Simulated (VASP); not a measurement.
# HgTe (P6_3mc) in VASP: a series of runs

Runs on HgTe. Level: PBE. Tasks: single point.

All numbers are computed with VASP 6.6.1; they aren't measurements. Logs are shortened: lines on timing, memory, paths and dates and some standing lists are left out, and cuts for length are marked.

## (1) The cell of the first run

It takes space group P6_3mc (No. 186, hexagonal). The conventional cell has a = 4.699 Å, b = 4.699 Å, c = 7.711 Å, α = 90.00°, β = 90.00°, γ = 120.00°. Within 3.8 Å of Hg (site symmetry 3m) lie 4 Te at 2.88 to 2.89 Å. Te (site symmetry 3m) has 4 Hg at 2.88 to 2.89 Å within 3.8 Å.

## (2) Single point, PBE

Input file INCAR:

```
SYSTEM = HgTe
PREC = Accurate ; ENCUT = 520
EDIFF = 1E-6 ; ISMEAR = -1
SIGMA = 0.02 ; LREAL = .False.
LASPH = .True. ; NELM = 60
ALGO = Normal ; ISIF = 2
LWAVE = .False. ; LCHARG = .True.
GGA = PE ; LELF = .True.
LVHAR = .True. ; NBANDS = 26
```

Input file KPOINTS:

```
regular mesh
0
Gamma
  6 6 4
  0 0 0
```

Input file POSCAR:

```
HgTe
1.0
    4.6987816454      0.0000000000      0.0000000000
   -2.3493908227      4.0692642718      0.0000000000
    0.0000000000      0.0000000000      7.7110649093
Hg Te
2 2
Direct
    0.3333333333      0.6666666667      0.0003155690
    0.6666666667      0.3333333333      0.5003155690
    0.3333333333      0.6666666667      0.3746844310
    0.6666666667      0.3333333333      0.8746844310
```

Potentials or basis: VASP PAW PBE potentials, release 64 (Hg, Te).

Command:

```sh
$ cat potpaw_PBE.64/Hg/POTCAR potpaw_PBE.64/Te/POTCAR > POTCAR
$ mpirun -np 1 vasp_std > vasp.out
```

OUTCAR:

```text
SYSTEM = HgTe
   PREC = Accurate
   ENCUT = 520
   EDIFF = 1E-6
   ISMEAR = -1
   LREAL = .False.
   LASPH = .True.
   NELM = 60
   ISIF = 2
   GGA = PE

 ion  position               nearest neighbor table
   1  0.333  0.667  0.000-   4 2.88   4 2.88   4 2.88   3 2.89
   2  0.667  0.333  0.500-   3 2.88   3 2.88   3 2.88   4 2.89
   3  0.333  0.667  0.375-   2 2.88   2 2.88   2 2.88   1 2.89
   4  0.667  0.333  0.875-   1 2.88   1 2.88   1 2.88   2 2.89

  LATTYP: Found a hexagonal cell.
 ALAT       =     4.6987816454
 C/A-ratio  =     1.6410775157

  Lattice vectors:

 A1 = (   4.6987816454,   0.0000000000,   0.0000000000)
 A2 = (  -2.3493908227,   4.0692642718,   0.0000000000)
 A3 = (   0.0000000000,   0.0000000000,   7.7110649093)

Analysis of symmetry for initial positions (statically):
=====================================================================
 Subroutine PRICEL returns:
 Original cell was already a primitive cell.

 Routine SETGRP: Setting up the symmetry group for a
 hexagonal supercell.

 Subroutine GETGRP returns: Found 12 space group operations
 (whereof  6 operations were pure point group operations)
 out of a pool of 24 trial point group operations.

The static configuration has the point symmetry C_3v.
 The point group associated with its full space group is C_6v.

Analysis of symmetry for dynamics (positions and initial velocities):
=====================================================================
 Subroutine PRICEL returns:
 Original cell was already a primitive cell.

 Routine SETGRP: Setting up the symmetry group for a
 hexagonal supercell.

 Subroutine GETGRP returns: Found 12 space group operations
 (whereof  6 operations were pure point group operations)
 out of a pool of 24 trial point group operations.

The dynamic configuration has the point symmetry C_3v.
 The point group associated with its full space group is C_6v.

 Subroutine INISYM returns: Found 12 space group operations
 (whereof  6 operations are pure point group operations),
 and found     1 'primitive' translations

----------------------------------------------------------------------------------------

                                     Primitive cell

  volume of cell :     147.4401

  direct lattice vectors                    reciprocal lattice vectors
[... 85 lines left out ...]
   ENCUT  =  520.0 eV  38.22 Ry    6.18 a.u.   8.74  8.74 14.34*2*pi/ulx,y,z
   NELM   =     60;   NELMIN=  2; NELMDL= -5     # of ELM steps
   EDIFF  = 0.1E-05   stopping-criterion for ELM
   LREAL  =      F    real-space projection
   EDIFFG = 0.1E-04   stopping-criterion for IOM
   NSW    =      0    number of steps for IOM
   IBRION =     -1    ionic relax: 0-MD 1-quasi-New 2-CG
   NFREE  =      0    steps in history (QN), initial steepest desc. (CG)
   ISIF   =      2    stress and relaxation
   ISYM   =      2    0-nonsym 1-usesym 2-fastsym
   POTIM  = 0.5000    time-step for ionic-motion
   TEBEG  =    0.0;   TEEND  =   0.0 temperature during run
   PSTRESS=    0.0 pullay stress
   NELECT =      36.0000    total number of electrons
   NUPDOWN=      -1.0000    fix difference up-down
   EMIN   =  10.00;   EMAX   =-10.00  energy-range for DOS
   EFERMI =   0.00;   METHOD = LEGACY
   ISMEAR =    -1;   SIGMA  =   0.02  broadening in eV -4-tet -1-fermi 0-gaus
   EFERMI_NEDOS =   21; number of points for ismear=-14 and -15
   IALGO  =     38    algorithm
   IMIX   =      4    mixing-type and parameters
     AMIX     =   0.40;   BMIX     =  1.00
     AMIX_MAG =   1.60;   BMIX_MAG =  1.00
  volume/ion in A,a.u.               =      36.86       248.74
  Fermi-wavevector in a.u.,A,eV,Ry     =   1.023223  1.933612 14.245113  1.046986
  Thomas-Fermi vector in A             =   2.156945
   LORBIT       =      0    0 simple, 1 ext, 2 COOP (PROOUT), +10 PAW based schemes
   GGA     = PE    functional components
   LHFCALC =     F    Hartree Fock is set to
   AEXX    =    0.0000 exact exchange contribution
   IVDW    =     0    specifies the selected vdW correction
   LEPSILON=     F    determine dielectric tensor
   LRPA    =     F    only Hartree local field effects (RPA)
 non-spin polarized calculation
  energy-cutoff  :      520.00
  volume of cell :      147.44
 maximum number of plane-waves:      3996
 NGX is ok and might be reduce to    36
   NGX = 17   NGY = 17   NGZ = 29

 number of electron      35.9999996 magnetization

 Free energy of the ion-electron system (eV)
  ---------------------------------------------------
  ext. energy  EPLUGINS =         0.00000000
  ---------------------------------------------------
  free energy    TOTEN  =        -7.26140299 eV

  energy without entropy =       -7.26097555  energy(sigma->0) =       -7.26118927

 E-fermi :   2.2302     XC(G=0):  -8.3413

 val. band max:        2.2289817262   @ k =   0.0000   0.0000   0.0000
 cond. band min:       2.7999704106   @ k =   0.0000   0.0000   0.0000
 fundamental gap:      0.5709886844
 Fermi energy:         2.2301961441

 k-point     1 :       0.0000    0.0000    0.0000
  band No.  band energies     occupation
      1      -9.1818      2.00000
      2      -8.7121      2.00000
      3      -4.6621      2.00000
      4      -4.6536      2.00000
      5      -4.6536      2.00000
      6      -4.5762      2.00000
[... 598 lines left out ...]
     25       9.2057      0.00000
     26       9.2057      0.00000

------------------------ aborting loop because EDIFF is reached ----------------------------------------

  FORCE on cell =-STRESS in cart. coord.  units (eV):
  Direction    XX          YY          ZZ          XY          YZ          ZX
  --------------------------------------------------------------------------------------
  -------------------------------------------------------------------------------------
  Total        0.0407251      0.0407251      0.0405487      0.0000000      0.0000000      0.0000000
  in kB        0.4425446      0.4425446      0.4406276      0.0000000      0.0000000      0.0000000
  external PRESSURE =       0.4419056 kB  Pullay stress =       0.0000000 kB

 VOLUME and BASIS-vectors are now :
 -----------------------------------------------------------------------------
  energy-cutoff  :      520.00
  volume of cell :      147.44
      direct lattice vectors                 reciprocal lattice vectors
     4.698781645  0.000000000  0.000000000     0.212821126  0.122872334  0.000000000
    -2.349390823  4.069264272  0.000000000     0.000000000  0.245744669  0.000000000
     0.000000000  0.000000000  7.711064909     0.000000000  0.000000000  0.129683774

 POSITION                                       TOTAL-FORCE (eV/Angst)
 -----------------------------------------------------------------------------------
     -0.00000      2.71284      0.00243         0.000000     -0.000000      0.000992
      2.34939      1.35642      3.85797        -0.000000      0.000000      0.000992
     -0.00000      2.71284      2.88922        -0.000000     -0.000000     -0.000992
      2.34939      1.35642      6.74475         0.000000     -0.000000     -0.000992
 -----------------------------------------------------------------------------------
    total drift:                               -0.000000      0.000000      0.000076

  FREE ENERGIE OF THE ION-ELECTRON SYSTEM (eV)
  ---------------------------------------------------
  free  energy   TOTEN  =        -7.2614029927 eV

  energy  without entropy=       -7.2609755458  energy(sigma->0) =       -7.26118927
```

Wall time 32 s (1 thread of Intel Xeon 6975P-C (Granite Rapids), shared host); peak memory 0.29 GiB.

What came out:

```yaml
Free_energy: -7.2614 eV
Pressure: 0.0 GPa
Band_gap_on_the_k_mesh: zero (filled and empty bands touch)
```

Levels at points of the mesh, in eV from the Fermi level:
| k point | band 15 | band 16 | band 17 | band 18 | band 19 | band 20 | band 21 | band 22 |
| --- | --- | --- | --- | --- | --- | --- | --- | --- |
| (0.00, 0.00, 0.00) | -0.83 | -0.83 | -0.07 | 0.00 | 0.00 | 0.57 | 4.34 | 4.34 |
| (0.50, 0.00, 0.00) | -2.72 | -1.92 | -1.38 | -0.83 | 1.58 | 1.81 | 4.09 | 4.89 |
| (0.00, 0.00, 0.50) | -0.45 | -0.45 | -0.45 | -0.45 | 0.89 | 0.89 | 4.79 | 4.79 |
| (0.50, 0.00, 0.50) | -1.51 | -1.51 | -1.42 | -1.42 | 1.43 | 1.43 | 3.69 | 3.69 |

Caveat: semilocal functionals underestimate gaps, so a narrow gap can read as zero; spin-orbit coupling is left out, which moves the levels of the heavy elements.

(Continued in part 2 of 3.)
